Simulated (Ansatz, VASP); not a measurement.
Two plane-wave programs on Te2Mo

File POSCAR:

```
Te2Mo
1.0
    3.5636797614      0.0000000000      0.0000000000
   -1.7818398807      3.0862372043      0.0000000000
    0.0000000000      0.0000000000     14.7197071926
Te Mo
4 2
Direct
    0.3333333333      0.6666666667      0.6284395073
    0.6666666667      0.3333333333      0.1284395073
    0.3333333333      0.6666666667      0.8715604927
    0.6666666667      0.3333333333      0.3715604927
    0.3333333333      0.6666666667      0.2500000000
    0.6666666667      0.3333333333      0.7635872268
```

The input INCAR.step1:

```
PREC     = Accurate       # precision mode
ENCUT    = 520            # plane-wave cutoff, eV
ISMEAR   = 0              # smearing method
SIGMA    = 0.05           # smearing width, eV
LREAL    = F              # projectors in reciprocal space
LASPH    = T              # aspherical terms in the spheres
NELM     = 150            # most SCF steps
ISPIN    = 2              # spin polarisation
MAGMOM   = 0 0 0 0 0.05 0.05 # initial moments
LMAXMIX  = 4              # l up to which the mixer works
NBANDS   = 39             # bands
GGA      = PE             # functional
ALGO     = Normal         # electronic algorithm
EDIFF    = 1E-4           # SCF threshold, eV
LWAVE    = T              # write WAVECAR
LCHARG   = F              # write CHGCAR
```

INCAR.step2

```
PREC     = Accurate       # precision mode
ENCUT    = 520            # plane-wave cutoff, eV
EDIFF    = 1E-6           # SCF threshold, eV
ISMEAR   = 0              # smearing method
SIGMA    = 0.05           # smearing width, eV
LREAL    = F              # projectors in reciprocal space
LASPH    = T              # aspherical terms in the spheres
NELM     = 150            # most SCF steps
ALGO     = Normal         # electronic algorithm
ISIF     = 2              # what is computed and relaxed
LWAVE    = F              # write WAVECAR
LCHARG   = F              # write CHGCAR
ISPIN    = 2              # spin polarisation
MAGMOM   = 0 0 0 0 0.05 0.05 # initial moments
LORBIT   = 11             # projections on sites
LMAXMIX  = 4              # l up to which the mixer works
METAGGA  = R2SCAN         # meta-GGA
LMIXTAU  = T            
NBANDS   = 39             # bands
ISTART   = 1
```

File KPOINTS:

```
Automatic mesh
0
Gamma
  8 8 2
```

Input for Ansatz:

```yaml
crystal:
  lattice:
    - [3.5636797614, 0.0, 0.0]
    - [-1.7818398807, 3.0862372043, 0.0]
    - [0.0, 0.0, 14.7197071926]
  atoms:
    - { symbol: Te, position: [0.3333333333, 0.6666666667, 0.6284395073] }
    - { symbol: Te, position: [0.6666666667, 0.3333333333, 0.1284395073] }
    - { symbol: Te, position: [0.3333333333, 0.6666666667, 0.8715604927] }
    - { symbol: Te, position: [0.6666666667, 0.3333333333, 0.3715604927] }
    - { symbol: Mo, position: [0.3333333333, 0.6666666667, 0.25], spin: 0.05 }
    - { symbol: Mo, position: [0.6666666667, 0.3333333333, 0.7635872268], spin: 0.05 }
basis:
  ecutwfc: 500
  ecutrho_ratio: 4
kpoints:
  mp_grid: { grid: [8, 8, 2] }
hamiltonian:
  xc: r2scan
scf:
  occupations: { method: gaussian, width: 0.05 }
output:
  forces: true
  stress: true
  eigenvalues: true
  populations: true
  write_density: true
  write_potential: true
  elf: true
  volumetric_format: npy
magnetization:
  spin_polarized: true
checkpoint:
  read: start.run
  write: ck
  compress: false
  write_wavefunctions: false
  write_every: 100000
```

Alike in both runs: task single point; functional r2SCAN; k mesh 8 × 8 × 2; occupations gaussian, width 0.05 eV; collinear spin.

|  | VASP | Ansatz |
| --- | --- | --- |
| version | VASP 6.6.1 | Ansatz 0.2.0 |
| potentials or method | VASP PAW PBE potentials, release 64 (Te, Mo_sv), cutoff 520 eV | scalar-relativistic, plane waves, PAW |
| valence electrons in the cell | 52 | 92 |

VASP gave:

* gap on the k mesh at the Fermi level (eV): 0.63
* least direct gap on the mesh (eV): 1.16
* pressure (GPa): 1.2
* traceless stress, the component that is largest in VASP (GPa): 0.11
* rms of the force components (eV/Å): 1.261
* net moment per atom (μB): 0.00

What did Ansatz give for the same quantities?

gap on the k mesh at the Fermi level (eV): 0.64; least direct gap on the mesh (eV): 1.16; pressure (GPa): 1.1; traceless stress, the component that is largest in VASP (GPa): 0.05; rms of the force components (eV/Å): 1.256; net moment per atom (μB): 0.00.

VASP's potentials were made for PBE, not for r2SCAN. Atom by atom the forces differ by 0.013 eV/Å (rms over components). VASP's potentials hold 52 valence electrons a cell and Ansatz's 92, so a difference there can come from the potentials and not from the codes. Ansatz's warnings: seeded moment not kept, stability check not made.

Spin-orbit coupling is off throughout.
